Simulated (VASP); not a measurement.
# MnO2 (C2/m) in VASP: single point with PBE

Aim: the single point of MnO2 with PBE.

Program: VASP 6.6.1. These are calculated values, not measurements. Logs are shortened: lines on timing, memory, paths and dates and some standing lists are left out, and cuts for length are marked.

### 1 The cell of the first run

Symmetry: C2/m, No. 12, monoclinic system. The conventional cell has a = 13.782 Å, b = 2.874 Å, c = 4.528 Å, α = 90.00°, β = 92.11°, γ = 90.00°. Within 2.5 Å of Mn (site symmetry 2/m) lie 6 O at 1.89 to 1.93 Å. Within 2.5 Å of Mn (site symmetry m) lie 6 O at 1.89 to 1.92 Å. Within 2.5 Å of O (site symmetry m) lie 3 Mn at 1.89 to 1.92 Å and 1 O at 2.47 Å. Within 2.5 Å of O (site symmetry m) lie 3 Mn at 1.89 to 1.93 Å and 1 O at 2.48 Å. O (site symmetry m) has 3 Mn at 1.91 to 1.92 Å and 3 O at 2.48 to 2.50 Å within 2.5 Å.

### 2 Single point, PBE, collinear spin, ferromagnetic start

The input, INCAR:

```
SYSTEM = MnO2
  PREC = Accurate
  ENCUT = 520
  EDIFF = 1E-7
  ISMEAR = 0
  SIGMA = 0.1
  LREAL = .FALSE.
  LASPH = .TRUE.
  NELM = 150
  ALGO = Normal
  ISIF = 2
  LWAVE = .FALSE.
  LCHARG = .TRUE.
  ISPIN = 2
  MAGMOM = 2.68 2.7 2.7 0 0 0 0 0 0
  LORBIT = 11
  LMAXMIX = 4
  GGA = PE
  LELF = .TRUE.
  LVHAR = .TRUE.
  NBANDS = 52
```

The input, KPOINTS:

```
regular mesh
0
G
  6 6 4
  0 0 0
```

The input, POSCAR:

```
MnO2
1.0
    6.8893570986     -1.4369053658      0.1573131688
    6.8893570986      1.4369053658      0.1573131688
    0.0632782790      0.0000000000      4.5278804092
Mn O
3 6
Direct
    0.0000000000      0.0000000000      0.0000000000
    0.6589713730      0.6589713730      0.4825660031
    0.3410286270      0.3410286270      0.5174339969
    0.4383898533      0.4383898533      0.8090100440
    0.5616101467      0.5616101467      0.1909899560
    0.8984085030      0.8984085030      0.3036964833
    0.1015914970      0.1015914970      0.6963035167
    0.7729891161      0.7729891161      0.7121745276
    0.2270108839      0.2270108839      0.2878254724
```

Potentials or basis: VASP PAW PBE potentials, release 64 (Mn_pv, O).

On the command line:

```console
cat potpaw_PBE.64/Mn_pv/POTCAR potpaw_PBE.64/O/POTCAR > POTCAR
mpirun -np 1 vasp_std > vasp.out
```

OUTCAR:

```text
SYSTEM = MnO2
   PREC = Accurate
   ENCUT = 520
   EDIFF = 1E-7
   ISMEAR = 0
   LREAL = .FALSE.
   LASPH = .TRUE.
   NELM = 150
   ISIF = 2
   ISPIN = 2
   LORBIT = 11
   GGA = PE

 ion  position               nearest neighbor table
   1  0.000  0.000  0.000-   5 1.89   5 1.89   4 1.89   4 1.89   6 1.93   7 1.93
   2  0.659  0.659  0.483-   7 1.89   7 1.89   9 1.91   9 1.91   8 1.92   5 1.92   3 2.90   3 2.90

   3  0.341  0.341  0.517-   6 1.89   6 1.89   8 1.91   8 1.91   9 1.92   4 1.92   2 2.90   2 2.90

   4  0.438  0.438  0.809-   1 1.89   1 1.89   3 1.92
   5  0.562  0.562  0.191-   1 1.89   1 1.89   2 1.92
   6  0.898  0.898  0.304-   3 1.89   3 1.89   1 1.93
   7  0.102  0.102  0.696-   2 1.89   2 1.89   1 1.93
   8  0.773  0.773  0.712-   3 1.91   3 1.91   2 1.92
   9  0.227  0.227  0.288-   2 1.91   2 1.91   3 1.92

  LATTYP: Found a base centered monoclinic cell.
 ALAT       =    13.7823058543
 B/A-ratio  =     0.2085145085
 C/A-ratio  =     0.3285605907
 COS(beta)  =    -0.0367962990

  Lattice vectors:

 A1 = (  -6.8893570986,   1.4369053658,  -0.1573131688)
 A2 = (  -6.8893570986,  -1.4369053658,  -0.1573131688)
 A3 = (   0.0632782790,   0.0000000000,   4.5278804092)

Analysis of symmetry for initial positions (statically):
=====================================================================
 Subroutine PRICEL returns:
 Original cell was already a primitive cell.

 Routine SETGRP: Setting up the symmetry group for a
 base centered monoclinic supercell.

 Subroutine GETGRP returns: Found  4 space group operations
 (whereof  4 operations were pure point group operations)
 out of a pool of  4 trial point group operations.

The static configuration has the point symmetry C_2h.

Analysis of symmetry for dynamics (positions and initial velocities):
=====================================================================
 Subroutine PRICEL returns:
 Original cell was already a primitive cell.

 Routine SETGRP: Setting up the symmetry group for a
 base centered monoclinic supercell.

 Subroutine GETGRP returns: Found  4 space group operations
 (whereof  4 operations were pure point group operations)
 out of a pool of  4 trial point group operations.

The dynamic configuration has the point symmetry C_2h.

Analysis of structural, dynamic, and magnetic symmetry:
=====================================================================
 Subroutine PRICEL returns:
 Original cell was already a primitive cell.

 Routine SETGRP: Setting up the symmetry group for a
 base centered monoclinic supercell.

 Subroutine GETGRP returns: Found  4 space group operations
 (whereof  4 operations were pure point group operations)
 out of a pool of  4 trial point group operations.

The overall configuration has the point symmetry C_2h.

 Subroutine INISYM returns: Found  4 space group operations
 (whereof  4 operations are pure point group operations),
 and found     1 'primitive' translations

----------------------------------------------------------------------------------------

                                     Primitive cell

  volume of cell :      89.6176

  direct lattice vectors                    reciprocal lattice vectors
     6.889357099 -1.436905366  0.157313169     0.072598880 -0.347970028 -0.001014588
     6.889357099  1.436905366  0.157313169     0.072598880  0.347970028 -0.001014588
     0.063278279  0.000000000  4.527880409    -0.005044638  0.000000000  0.220924390

  length of vectors
     7.039366853  7.039366853  4.528322553     0.355464157  0.355464157  0.220981977

  position of ions in fractional coordinates (direct lattice)
     0.000000000  0.000000000  0.000000000
     0.658971373  0.658971373  0.482566003
     0.341028627  0.341028627  0.517433997
     0.438389853  0.438389853  0.809010044
     0.561610147  0.561610147  0.190989956
     0.898408503  0.898408503  0.303696483
     0.101591497  0.101591497  0.696303517
     0.772989116  0.772989116  0.712174528
     0.227010884  0.227010884  0.287825472

  ion indices of the primitive-cell ions
   primitive index   ion index
                 1           1
                 2           2
                 3           3
                 4           4
                 5           5
                 6           6
                 7           7
                 8           8
                 9           9

----------------------------------------------------------------------------------------

 KPOINTS: regular mesh

Automatic generation of k-mesh.
 Grid dimensions read from file:
 generate k-points for:    6    6    4

 Generating k-lattice:

  Cartesian coordinates                     Fractional coordinates (reciprocal lattice)
     0.012099813 -0.057995005 -0.000169098     0.166666667 -0.000000000 -0.000000000
     0.012099813  0.057995005 -0.000169098    -0.000000000  0.166666667 -0.000000000
    -0.001261160  0.000000000  0.055231097     0.000000000  0.000000000  0.250000000

  Length of vectors
     0.059244026  0.059244026  0.055245494

  Shift w.r.t. Gamma in fractional coordinates (k-lattice)
     0.000000000  0.000000000  0.000000000

 Subroutine IBZKPT returns following result:
 ===========================================

 Found     47 irreducible k-points:

 Following reciprocal coordinates:
            Coordinates               Weight
  0.000000  0.000000  0.000000      1.000000
  0.166667  0.000000 -0.000000      4.000000
  0.333333  0.000000 -0.000000      4.000000
  0.500000  0.000000 -0.000000      2.000000
  0.166667  0.166667 -0.000000      2.000000
  0.333333  0.166667 -0.000000      4.000000
[... 16 lines left out ...]
 -0.333333  0.166667  0.250000      4.000000
 -0.166667  0.166667  0.250000      4.000000
 [... further k-points ...]
   k-points           NKPTS =     47   k-points in BZ     NKDIM =     47   number of bands    NBANDS=     52
   number of dos      NEDOS =    301   number of ions     NIONS =      9
   total plane-waves  NPLWV = 104976
   dimension x,y,z NGX =    54 NGY =   54 NGZ =   36
   dimension x,y,z NGXF=   108 NGYF=  108 NGZF=   72
   ions per type =               3   6
   NGX,Y,Z   is equivalent  to a cutoff of  12.75, 12.75, 13.22 a.u.
   NGXF,Y,Z  is equivalent  to a cutoff of  25.51, 25.51, 26.43 a.u.
 SYSTEM =  MnO2
   PREC   = accura    normal or accurate (medium, high low for compatibility)
   ISTART =      0    job   : 0-new  1-cont  2-samecut
   ICHARG =      2    charge: 1-file 2-atom 10-const
   ISPIN  =      2    spin polarized calculation?
   LNONCOLLINEAR =      F non collinear calculations
   LSORBIT =      F    spin-orbit coupling
   LASPH  =      T    aspherical Exc in radial PAW
   ENCUT  =  520.0 eV  38.22 Ry    6.18 a.u.  13.09 13.09  8.42*2*pi/ulx,y,z
   NELM   =    150;   NELMIN=  2; NELMDL= -5     # of ELM steps
   EDIFF  = 0.1E-06   stopping-criterion for ELM
   LREAL  =      F    real-space projection
   EDIFFG = 0.1E-05   stopping-criterion for IOM
   NSW    =      0    number of steps for IOM
   IBRION =     -1    ionic relax: 0-MD 1-quasi-New 2-CG
   NFREE  =      0    steps in history (QN), initial steepest desc. (CG)
   ISIF   =      2    stress and relaxation
   ISYM   =      2    0-nonsym 1-usesym 2-fastsym
   POTIM  = 0.5000    time-step for ionic-motion
   TEBEG  =    0.0;   TEEND  =   0.0 temperature during run
   PSTRESS=    0.0 pullay stress
   NELECT =      75.0000    total number of electrons
   NUPDOWN=      -1.0000    fix difference up-down
   EMIN   =  10.00;   EMAX   =-10.00  energy-range for DOS
   EFERMI =   0.00;   METHOD = LEGACY
   ISMEAR =     0;   SIGMA  =   0.10  broadening in eV -4-tet -1-fermi 0-gaus
   EFERMI_NEDOS =   21; number of points for ismear=-14 and -15
   IALGO  =     38    algorithm
   IMIX   =      4    mixing-type and parameters
     AMIX     =   0.40;   BMIX     =  1.00
     AMIX_MAG =   1.60;   BMIX_MAG =  1.00
  volume/ion in A,a.u.               =       9.96        67.20
  Fermi-wavevector in a.u.,A,eV,Ry     =   1.542757  2.915388 32.383214  2.380099
  Thomas-Fermi vector in A             =   2.648516
   LORBIT       =     11    0 simple, 1 ext, 2 COOP (PROOUT), +10 PAW based schemes
   GGA     = PE    functional components
   LHFCALC =     F    Hartree Fock is set to
   AEXX    =    0.0000 exact exchange contribution
   IVDW    =     0    specifies the selected vdW correction
   LEPSILON=     F    determine dielectric tensor
   LRPA    =     F    only Hartree local field effects (RPA)
 spin polarized calculation
 Gauss-broadening in eV      SIGMA  =   0.10
  energy-cutoff  :      520.00
  volume of cell :       89.62
 maximum number of plane-waves:      2435
 NGX is ok and might be reduce to    54
   NGX = 27   NGY = 27   NGZ = 17

 number of electron      75.0000015 magnetization       8.9999365

 Free energy of the ion-electron system (eV)
  ---------------------------------------------------
  ext. energy  EPLUGINS =         0.00000000
  ---------------------------------------------------
  free energy    TOTEN  =       -71.66629586 eV

  energy without entropy =      -71.66627134  energy(sigma->0) =      -71.66628360

 E-fermi :   4.7032     XC(G=0): -11.5001

 val. band max:        4.5263962061   @ k =   0.5000   0.5000   0.5000
 cond. band min:       4.8778768473   @ k =   0.0000   0.0000   0.0000
 fundamental gap:      0.3514806412
 Fermi energy:         4.7031536886

 spin component 1

 k-point     1 :       0.0000    0.0000    0.0000
  band No.  band energies     occupation
      1     -46.2417      1.00000
      2     -46.2030      1.00000
      3     -46.1646      1.00000
      4     -46.1479      1.00000
      5     -46.1328      1.00000
      6     -46.1134      1.00000
[... 41 lines left out ...]
     48       7.6638      0.00000
     49      11.6932      0.00000
[... 1194 lines left out ...]
     48       7.2427      0.00000
     49      14.8208      0.00000

 [... further k-points ...]

 spin component 2

 k-point     1 :       0.0000    0.0000    0.0000
  band No.  band energies     occupation
      1     -43.1950      1.00000
      2     -43.1620      1.00000
      3     -43.1492      1.00000
      4     -43.1373      1.00000
      5     -43.1196      1.00000
      6     -43.0713      1.00000
[... 41 lines left out ...]
     48       9.1155      0.00000
     49      12.1236      0.00000
[... 1194 lines left out ...]
     48       8.5078      0.00000
     49      15.1317      0.00000

 [... further k-points ...]

 [bands above 49 left out]

------------------------ aborting loop because EDIFF is reached ----------------------------------------

  FORCE on cell =-STRESS in cart. coord.  units (eV):
  Direction    XX          YY          ZZ          XY          YZ          ZX
  --------------------------------------------------------------------------------------
  -------------------------------------------------------------------------------------
  Total        0.5268608      0.6524347      0.5267287      0.0000000      0.0000000     -0.0150296
  in kB        9.4191841     11.6641856      9.4168220      0.0000000      0.0000000     -0.2686986
  external PRESSURE =      10.1667306 kB  Pullay stress =       0.0000000 kB

 VOLUME and BASIS-vectors are now :
 -----------------------------------------------------------------------------
  energy-cutoff  :      520.00
  volume of cell :       89.62
      direct lattice vectors                 reciprocal lattice vectors
     6.889357099 -1.436905366  0.157313169     0.072598880 -0.347970028 -0.001014588
     6.889357099  1.436905366  0.157313169     0.072598880  0.347970028 -0.001014588
     0.063278279  0.000000000  4.527880409    -0.005044638  0.000000000  0.220924390

 POSITION                                       TOTAL-FORCE (eV/Angst)
 -----------------------------------------------------------------------------------
      0.00000      0.00000      0.00000         0.000000      0.000000      0.000000
      9.11031      0.00000      2.39233        -0.015030     -0.000000     -0.024712
      4.73168      0.00000      2.45018         0.015030     -0.000000      0.024712
      6.09164      0.00000      3.80103        -0.028638     -0.000000     -0.020372
      7.75035      0.00000      1.04148         0.028638     -0.000000      0.020372
     12.39813      0.00000      1.65776         0.043130     -0.000000     -0.040613
      1.44386      0.00000      3.18474        -0.043130     -0.000000      0.040613
     10.69586      0.00000      3.46784        -0.003591     -0.000000      0.087258
      3.14613      0.00000      1.37466         0.003591     -0.000000     -0.087258
 -----------------------------------------------------------------------------------
    total drift:                                0.000000      0.000000      0.000000

  FREE ENERGIE OF THE ION-ELECTRON SYSTEM (eV)
  ---------------------------------------------------
  free  energy   TOTEN  =       -71.6662958560 eV

  energy  without entropy=      -71.6662713422  energy(sigma->0) =      -71.66628360

 total charge

# of ion       s       p       d       tot
------------------------------------------
    1        0.341   6.443   4.868  11.652
    2        0.347   6.449   4.895  11.691
    3        0.347   6.449   4.895  11.691
    4        1.568   3.455   0.000   5.022
    5        1.568   3.455   0.000   5.022
    6        1.568   3.451   0.000   5.019
    7        1.568   3.451   0.000   5.019
    8        1.586   3.396   0.000   4.982
    9        1.586   3.396   0.000   4.982
--------------------------------------------------
tot         10.478  39.946  14.658  65.081

 magnetization (x)

# of ion       s       p       d       tot
------------------------------------------
    1        0.018   0.029   2.712   2.759
    2        0.023   0.033   2.712   2.768
    3        0.023   0.033   2.712   2.768
    4        0.002   0.096   0.000   0.098
    5        0.002   0.096   0.000   0.098
    6        0.002   0.092   0.000   0.093
    7        0.002   0.092   0.000   0.093
    8        0.003   0.010   0.000   0.013
    9        0.003   0.010   0.000   0.013
--------------------------------------------------
tot          0.077   0.490   8.136   8.703
```

Wall time 28 min (1 thread of Oxide Virtual Turin-like, shared host); peak memory 0.53 GiB.

What came out:

| Quantity | Value |
| --- | --- |
| Free energy | -71.6663 eV |
| Pressure | 1.0 GPa |
| Largest force | 0.087 eV/Å |
| Band gap on the k mesh | 0.35 eV (least direct gap 0.44 eV) |
| Net moment | 9.00 μB per cell |
| Site moments | Mn +2.76, +2.77 (each value once); O +0.10, +0.09, +0.01 (each value once) μB |
| Valence electrons inside the program's atomic spheres | Mn 11.65, 11.69 (each value once); O 5.02, 4.98 (each value once) |

Forces on the atoms (eV/Å):
```
Mn   0.000  0.000  0.000
Mn  -0.015  0.000 -0.025
Mn   0.015  0.000  0.025
O   -0.029  0.000 -0.020
O    0.029  0.000  0.020
O    0.043  0.000 -0.041
O   -0.043  0.000  0.041
O   -0.004  0.000  0.087
O    0.004  0.000 -0.087
```

Stress tensor (GPa, compression positive):
```
 0.94  0.00 -0.03
 0.00  1.17  0.00
-0.03  0.00  0.94
```

Levels at points of the mesh, in eV from the valence-band top:
Spin up:
| k point | band 40 | band 41 | band 42 | band 43 | band 44 | band 45 |
| --- | --- | --- | --- | --- | --- | --- |
| (0.00, 0.00, 0.00) | -0.90 | -0.78 | -0.24 | 0.65 | 1.72 | 2.43 |
| (0.50, 0.00, 0.00) | -0.47 | -0.44 | -0.15 | 0.60 | 0.78 | 1.46 |
| (0.50, 0.50, 0.00) | -1.15 | -0.49 | -0.36 | 0.64 | 2.28 | 2.41 |
| (0.00, 0.00, 0.50) | -0.76 | -0.34 | -0.32 | 1.32 | 1.81 | 2.28 |
| (0.50, 0.00, 0.50) | -0.96 | -0.47 | -0.36 | 0.73 | 0.88 | 1.67 |
| (0.50, 0.50, 0.50) | -1.14 | -0.43 | 0.00 | 1.52 | 1.64 | 1.87 |
Spin down:
| k point | band 30 | band 31 | band 32 | band 33 | band 34 | band 35 | band 36 | band 37 |
| --- | --- | --- | --- | --- | --- | --- | --- | --- |
| (0.00, 0.00, 0.00) | -1.61 | -1.33 | -1.12 | -0.68 | 0.35 | 0.62 | 0.90 | 0.93 |
| (0.50, 0.00, 0.00) | -2.78 | -2.41 | -2.15 | -2.02 | 0.66 | 0.73 | 1.20 | 1.25 |
| (0.50, 0.50, 0.00) | -2.14 | -1.92 | -0.99 | -0.89 | 0.47 | 0.84 | 0.88 | 0.90 |
| (0.00, 0.00, 0.50) | -2.18 | -1.94 | -1.76 | -1.73 | 0.47 | 0.70 | 0.84 | 0.86 |
| (0.50, 0.00, 0.50) | -2.20 | -1.74 | -1.54 | -1.51 | 0.59 | 0.70 | 1.10 | 1.22 |
| (0.50, 0.50, 0.50) | -2.02 | -1.90 | -1.72 | -1.17 | 0.44 | 0.60 | 0.64 | 0.91 |

Caveat: only a ferromagnetic start was run, and an antiferromagnetic order may lie lower in energy.
